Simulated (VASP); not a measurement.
YHSe, 3 atoms in the cell. The structure is hexagonal, space group P-6m2 (No. 187). The conventional cell has a = 3.839 Å, b = 3.839 Å, c = 3.919 Å, α = 90.00°, β = 90.00°, γ = 120.00°. Within 3.0 Å of Y (site symmetry -6m2) lie 3 H at 2.22 Å and 6 Se at 2.96 Å. H (site symmetry -6m2) has 3 Y at 2.22 Å and 6 Se at 2.96 Å within 3.0 Å. Within 4.0 Å of Se (site symmetry -6m2) lie 6 H at 2.96 Å and 6 Y at 2.96 Å and 8 Se at 3.84 to 3.92 Å. 

* Program: VASP 6.6.1
* Task: single point
* Functional: r2SCAN
* Potentials or basis: VASP PAW PBE potentials, release 64 (Y_sv, H, Se)
* Cutoff: 520 eV
* k mesh: 8 × 8 × 6
* Occupations: gaussian, width 0.01 eV
* Spin: no spin polarisation
* Dipole correction: no
* Further INCAR settings: ALGO = Normal; EDIFF = 1e-06; NBANDS = 16

Potentials or basis: VASP PAW PBE potentials, release 64 (Y_sv, H, Se).

Command:

```sh
$ cat potpaw_PBE.64/Y_sv/POTCAR potpaw_PBE.64/H/POTCAR potpaw_PBE.64/Se/POTCAR > POTCAR
$ cp INCAR.step1 INCAR
$ mpirun -np 1 vasp_std > vasp.out
$ cp INCAR.step2 INCAR
$ mpirun -np 1 vasp_std > vasp.out
```

Hardware: 1 thread of AMD EPYC 9R45 96-Core Processor (Zen 5), on a shared host.

Q: How long does it take, and how much memory?

A: Wall time 88 s on 1 thread of AMD EPYC 9R45 96-Core Processor (Zen 5) (shared host), peak memory 0.18 GiB. Counts: k points 40.
